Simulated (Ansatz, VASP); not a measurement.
**Nb: VASP beside Ansatz**

The input INCAR:

```
SYSTEM = Nb
  PREC = Accurate
  ENCUT = 520
  EDIFF = 1E-6
  ISMEAR = -1
  SIGMA = 0.05
  LREAL = .False.
  LASPH = .True.
  NELM = 60
  ALGO = Normal
  ISIF = 2
  LWAVE = .False.
  LCHARG = .False.
  GGA = PS
  NBANDS = 12
```

File KPOINTS:

```
Automatic mesh
0
Gamma
  16 16 16
  0 0 0
```

The input POSCAR:

```
Nb
1.0
    0.0000000000      1.5981847009      1.5981847009
    1.5981847009      0.0000000000      1.5981847009
    1.5981847009      1.5981847009      0.0000000000
Nb
1
Direct
    0.0000000000      0.0000000000      0.0000000000
```

Input for Ansatz:

```yaml
crystal:
  lattice:
    - [0.0, 1.5981847009, 1.5981847009]
    - [1.5981847009, 0.0, 1.5981847009]
    - [1.5981847009, 1.5981847009, 0.0]
  atoms:
    - { symbol: Nb, position: [0.0, 0.0, 0.0] }
kpoints:
  mp_grid: { grid: [16, 16, 16] }
scf:
  occupations: { method: fermi_dirac, width: 0.05 }
hamiltonian:
  xc: pbesol
  pseudopotentials: { kind: all_electron, lapw: { basis_error: 0.001 } }
output:
  forces: true
  stress: true
  eigenvalues: true
  populations: true
```

Change from the starting cell: volume scaled by 0.45, LAPW.

Alike in both runs: task single point; functional PBEsol; k mesh 16 × 16 × 16; occupations fermi-dirac, width 0.05 eV; no spin polarisation.

|  | VASP | Ansatz |
| --- | --- | --- |
| version | VASP 6.6.1 | Ansatz 0.2.0 |
| potentials or method | VASP PAW PBE potentials, release 64 (Nb_sv), cutoff 520 eV | all-electron LAPW, scalar-relativistic |

```csv
,VASP,Ansatz,Ansatz less VASP
pressure (GPa),561.7,557.9,-3.73
```

VASP's potentials were made for PBE, not for PBEsol. Both programs put the cell under a high pressure, so it lies far from rest at this level. Ansatz ran all-electron here, and VASP with PAW potentials.

Noted on VASP's run: the cell as given lies far from equilibrium.
